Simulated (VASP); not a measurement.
Here is a VASP 6.6.1 calculation.

INCAR

```
SYSTEM = Y
PREC     = Accurate       ! precision mode
ENCUT    = 520            ! plane-wave cutoff, eV
EDIFF    = 1E-7           ! SCF threshold, eV
ISMEAR   = -1             ! smearing method
SIGMA    = 0.05           ! smearing width, eV
LREAL    = .FALSE.        ! projectors in reciprocal space
LASPH    = .TRUE.         ! aspherical terms in the spheres
NELM     = 80             ! most SCF steps
ALGO     = Normal         ! electronic algorithm
ISIF     = 2              ! what is computed and relaxed
LWAVE    = .FALSE.        ! write WAVECAR
LCHARG   = .TRUE.         ! write CHGCAR
GGA      = PE             ! functional
LELF     = .TRUE.         ! ELF
LVHAR    = .TRUE.       
NBANDS   = 12             ! bands
```

File KPOINTS:

```
regular mesh
0
G
  14 14 13
  0 0 0
```

The input POSCAR:

```
Y
1.0
    2.5720085316      0.0000000000      0.0000000000
   -1.2860042658      2.2274247271      0.0000000000
    0.0000000000      0.0000000000      2.3512732700
Y
1
Direct
    0.0000000000      0.0000000000      0.0000000000
```

Potentials or basis: VASP PAW PBE potentials, release 64 (Y_sv).

Run with:

```bash
$ cat potpaw_PBE.64/Y_sv/POTCAR > POTCAR
$ mpirun -np 1 vasp_std > vasp.out
```

Q: Predict the pressure.

A: 141.9 GPa.

Stress tensor (GPa, compression positive):
```
141.68   0.00   0.00
  0.00 141.68   0.00
  0.00   0.00 142.44
```
